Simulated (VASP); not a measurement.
Set up this calculation in VASP 6.6.1, as the native input.

```yaml
Task: relaxation of cell and atoms
Functional: PBE
Potentials_or_basis: VASP PAW PBE potentials, release 64 (Ca_sv, Be, Cl)
Cutoff: 600 eV
k_mesh: 4 × 4 × 4
Occupations: gaussian, width 0.1 eV
Spin: no spin polarisation
Dipole_correction: no
Further_INCAR_settings: ALGO = Normal; EDIFF = 1e-07; IBRION = 2; EDIFFG = -0.04; NSW = 90; ISIF = 3
```

The structure of Ca2BeCl6 lies in POSCAR:

```
Ca2BeCl6
1.0
    0.0000000000      4.5352715200      4.5352715200
    4.5352715200      0.0000000000      4.5352715200
    4.5352715200      4.5352715200      0.0000000000
Ca Be Cl
2 1 6
Direct
    0.2500000000      0.2500000000      0.2500000000
    0.7500000000      0.7500000000      0.7500000000
    0.0000000000      0.0000000000      0.0000000000
    0.7500000000      0.2500000000      0.2500000000
    0.2500000000      0.7500000000      0.7500000000
    0.2500000000      0.7500000000      0.2500000000
    0.7500000000      0.2500000000      0.7500000000
    0.2500000000      0.2500000000      0.7500000000
    0.7500000000      0.7500000000      0.2500000000
```

The input as run:

INCAR

```
SYSTEM = Ca2BeCl6
ALGO = Normal
EDIFF = 1E-7
EDIFFG = -0.04
ENCUT = 600
GGA = PE
IBRION = 2
ISIF = 3
ISMEAR = 0
LASPH = .TRUE.
LCHARG = .FALSE.
LREAL = .FALSE.
LWAVE = .FALSE.
NELM = 100
NSW = 90
PREC = Accurate
SIGMA = 0.1
```

KPOINTS

```
k-points
0
G
  4 4 4
  0 0 0
```

Potentials or basis: VASP PAW PBE potentials, release 64 (Ca_sv, Be, Cl).

Launch:

```sh
$ cat potpaw_PBE.64/Ca_sv/POTCAR potpaw_PBE.64/Be/POTCAR potpaw_PBE.64/Cl/POTCAR > POTCAR
$ mpirun -np 1 vasp_std > vasp.out
```

It gave:

* Relaxed volume: 21.19 Å³/atom
* Relaxed cell: a = 6.461 Å, b = 6.461 Å, c = 6.461 Å, α = 60.00°, β = 60.00°, γ = 60.00°
* Space group after relaxing (to 0.05 Å): Fm-3m (No. 225)
* Energy gained by relaxing: 13.8 meV/atom
* Ionic steps: 4
* Pressure after relaxing: 0.0 GPa
* Band gap on the k mesh: 3.61 eV, direct

Wall time 12 min on 1 thread of Oxide Virtual Turin-like Processor, on a shared host, peak memory 0.42 GiB.
